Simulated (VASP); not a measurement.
A run of VASP 6.6.1:

File INCAR:

```
SYSTEM = LuP
PREC = Accurate
ENCUT = 520
EDIFF = 1E-6
ISMEAR = -1
SIGMA = 0.1
LREAL = .FALSE.
LASPH = .TRUE.
NELM = 60
ALGO = Normal
ISIF = 2
LWAVE = .FALSE.
LCHARG = .FALSE.
GGA = PS
NBANDS = 22
```

File KPOINTS:

```
regular mesh
0
G
  12 12 12
  0 0 0
```

The input POSCAR:

```
LuP
1.0
    0.0000000000      2.7235933847      2.7235933847
    2.7235933847      0.0000000000      2.7235933847
    2.7235933847      2.7235933847      0.0000000000
Lu P
1 1
Direct
    0.0000000000      0.0000000000      0.0000000000
    0.5000000000      0.5000000000      0.5000000000
```

Potentials or basis: VASP PAW PBE potentials, release 64 (Lu, P).

Launch:

```console
$ cat potpaw_PBE.64/Lu/POTCAR potpaw_PBE.64/P/POTCAR > POTCAR
$ mpirun -np 1 vasp_std > vasp.out
```

Hardware: 1 thread of Intel Xeon 8259CL, on a shared host.

**Question.** Estimate the wall time of this run.

**Answer.** Wall time 110 s on 1 thread of Intel Xeon 8259CL (shared host), peak memory 0.23 GiB. Counts: scf iterations 12, k points 72.
